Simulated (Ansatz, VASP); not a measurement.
ZnS: VASP beside Ansatz

The input POSCAR:

```
ZnS
1.0
    3.7277667846      0.0000000000      0.0000000000
   -1.8638833923      3.2283407348      0.0000000000
    0.0000000000      0.0000000000      6.1165289051
Zn S
2 2
Direct
    0.3333333333      0.6666666667      0.0003381269
    0.6666666667      0.3333333333      0.5003381269
    0.3333333333      0.6666666667      0.3746618731
    0.6666666667      0.3333333333      0.8746618731
```

INCAR.step1

```
PREC = Accurate ; ENCUT = 520
ISMEAR = 0 ; SIGMA = 0.01
LREAL = False ; LASPH = True
NELM = 80 ; NBANDS = 26
GGA = PE ; ALGO = Normal
EDIFF = 1E-4 ; LWAVE = True
LCHARG = False
```

File INCAR.step2:

```
PREC = Accurate ; ENCUT = 520
EDIFF = 1E-7 ; ISMEAR = 0
SIGMA = 0.01 ; LREAL = False
LASPH = True ; NELM = 80
ALGO = Normal ; ISIF = 2
LWAVE = False ; LCHARG = False
METAGGA = R2SCAN ; LMIXTAU = True
NBANDS = 26 ; ISTART = 1
```

File KPOINTS:

```
regular mesh
0
Gamma
  6 6 4
```

Input for Ansatz:

```yaml
crystal:
  lattice:
    - [3.7277667846, 0.0, 0.0]
    - [-1.8638833923, 3.2283407348, 0.0]
    - [0.0, 0.0, 6.1165289051]
  atoms:
    - { symbol: Zn, position: [0.3333333333, 0.6666666667, 0.0003381269] }
    - { symbol: Zn, position: [0.6666666667, 0.3333333333, 0.5003381269] }
    - { symbol: S, position: [0.3333333333, 0.6666666667, 0.3746618731] }
    - { symbol: S, position: [0.6666666667, 0.3333333333, 0.8746618731] }
kpoints:
  mp_grid: { grid: [6, 6, 4] }
hamiltonian:
  xc: r2scan
scf:
  occupations: { method: fixed }
  n_extra_bands: 5
output:
  forces: true
  stress: true
  eigenvalues: true
```

Alike in both runs: task single point; functional r2SCAN; k mesh 6 × 6 × 4; no spin polarisation.

|  | VASP | Ansatz |
| --- | --- | --- |
| version | VASP 6.6.1 | Ansatz 0.2.0 |
| potentials or method | VASP PAW PBE potentials, release 64 (Zn, S) | plane waves, PAW |
| plane-wave cutoff (eV) | 520 | 500 |
| occupations | gaussian, width 0.01 eV | fixed |
| valence electrons in the cell | 36 | 36 |

|  | VASP | Ansatz | Ansatz less VASP |
| --- | --- | --- | --- |
| gap on the k mesh at the Fermi level (eV) | 3.09 | 3.08 | -0.015 |
| pressure (GPa) | 5.7 | 5.6 | -0.09 |
| rms of the force components (eV/Å) | 0.017 | 0.012 | -0.0055 |

VASP's potentials were made for PBE, not for r2SCAN. Atom by atom the forces differ by 0.005 eV/Å (rms over components).
